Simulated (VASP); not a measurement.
Zr2PdN4: relaxation of cell and atoms with PBE

Zr2PdN4:

```xyz
7
Lattice="-1.7622 1.7622 5.7473 1.7622 -1.7622 5.7473 1.7622 1.7622 -5.7473" Properties=species:S:1:pos:R:3 pbc="T T T"
Zr    0.0000    0.0000    4.0664
Zr    0.0000    0.0000    7.4281
Pd    0.0000    0.0000    0.0000
N     0.0000    1.7622    0.0000
N     1.7622    0.0000    0.0000
N     0.0000    0.0000    1.7622
N     0.0000    0.0000    9.7323
```

```yaml
Program: VASP 6.6.1
Task: relaxation of cell and atoms
Functional: PBE
Potentials_or_basis: VASP PAW PBE potentials, release 64 (Zr_sv, Pd, N)
Cutoff: 600 eV
k_mesh: 8 × 8 × 8
Occupations: gaussian, width 0.1 eV
Spin: no spin polarisation
Dipole_correction: no
Further_INCAR_settings: ALGO = Normal; EDIFF = 1e-06; IBRION = 2; EDIFFG = -0.04; NSW = 90; ISIF = 3
```

- Relaxed volume: 11.93 Å³/atom
- Relaxed cell: a = 6.196 Å, b = 6.196 Å, c = 6.196 Å, α = 143.53°, β = 143.53°, γ = 52.53°
- Space group after relaxing (to 0.1 Å): I4/mmm (No. 139)
- Energy gained by relaxing: 714.5 meV/atom
- Ionic steps: 10
- Pressure after relaxing: 0.1 GPa
- Largest force after relaxing: 0.015 eV/Å
- Band gap on the k mesh: zero (bands 27 and 28 overlap by 0.70 eV)

Forces in eV/Å, atoms in the order of the input:
```
Zr   0.000  0.000  0.011
Zr   0.000  0.000 -0.011
Pd   0.000  0.000  0.000
N    0.000  0.000  0.000
N    0.000  0.000  0.000
N    0.000  0.000 -0.015
N    0.000  0.000  0.015
```

Stress tensor (GPa, compression positive):
```
0.01 0.00 0.00
0.00 0.01 0.00
0.00 0.00 0.18
```

The path:
| step | energy change (eV) | largest force (eV/Å) | pressure (GPa) | volume (Å³) |
| --- | --- | --- | --- | --- |
| 1 | 0.0000 | 10.8316 | 57.21 | 71.39 |
| 2 | 0.0985 | 0.8936 | -31.54 | 115.98 |
| 3 | -4.0081 | 0.8679 | -12.50 | 87.86 |
| 4 | -4.0605 | 1.1293 | -9.60 | 86.40 |
| 5 | -4.0741 | 1.4074 | -6.67 | 85.09 |
| 6 | -4.9612 | 0.4933 | 3.29 | 82.05 |
| 7 | -4.9633 | 0.5519 | 4.19 | 81.87 |
| 8 | -4.9907 | 0.1518 | -2.86 | 84.72 |
| 9 | -5.0000 | 0.1233 | -0.59 | 83.74 |
| 10 | -5.0016 | 0.0151 | 0.07 | 83.53 |

Final structure:
```
Zr Pd N
1.0
    -1.93866    1.93866    5.55626
     1.93866   -1.93866    5.55626
     1.93866    1.93866   -5.55626
Zr Pd N
2 1 4
Direct
  0.36076 0.36076 0.00000
  0.63924 0.63924 0.00000
  0.00000 0.00000 0.00000
  0.50000 0.00000 0.50000
  0.00000 0.50000 0.50000
  0.18235 0.18235 0.00000
  0.81765 0.81765 0.00000
```

Levels at points of the mesh, in eV from the Fermi level:
```csv
k point,band 24,band 25,band 26,band 27,band 28,band 29,band 30,band 31
"(0.00, 0.00, 0.00)",-1.44,-1.28,-1.05,-0.47,-0.42,-0.42,2.12,2.24
"(0.50, 0.00, 0.00)",-1.53,-1.41,-0.45,-0.43,0.43,3.06,3.15,3.47
"(0.50, 0.50, 0.00)",-0.59,-0.30,-0.06,0.28,2.40,2.51,3.10,3.10
"(0.50, 0.50, 0.50)",-1.40,-0.71,-0.71,-0.06,-0.06,1.03,1.20,1.90
```

Run time: 33 min on 1 thread of AMD EPYC 9R45 96-Core Processor (Zen 5), with other jobs on the host, peak memory 0.47 GiB.

Caveat: the volume moved by over 15 % at a fixed basis, so the end points are rough.
